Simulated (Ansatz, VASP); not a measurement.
**One calculation of Fe, two programs**

```
Fe
1.0
    -1.37460    1.37460    1.37460
     1.37460   -1.37460    1.37460
     1.37460    1.37460   -1.37460
Fe
1
Direct
  0.00000 0.00000 0.00000
```

Alike in both runs: task single point; functional LDA; k mesh 26 × 26 × 26; occupations fermi-dirac, width 0.05 eV; collinear spin.

|  | VASP | Ansatz |
| --- | --- | --- |
| version | VASP 6.6.1 | Ansatz 0.2.0 |
| potentials or method | VASP PAW LDA potentials, release 64 (Fe), cutoff 520 eV | plane waves (420 eV) with PAW, scalar-relativistic |
| valence electrons in the cell | 8 | 16 |

```csv
,VASP,Ansatz,Ansatz less VASP
net moment per atom (μB),1.95,1.99,+0.035
size of the moment on the site where the two differ most (μB),1.92,1.99,+0.068
```

Ansatz warns that its potentials were made for another functional, while VASP's fit it. LDA's correlation is that of Perdew and Zunger in VASP and of Perdew and Wang (1992) in Ansatz. Site moments also hang on the region over which each program counts them. VASP's potentials hold 8 valence electrons a cell and Ansatz's 16, so a difference there can come from the potentials and not from the codes.
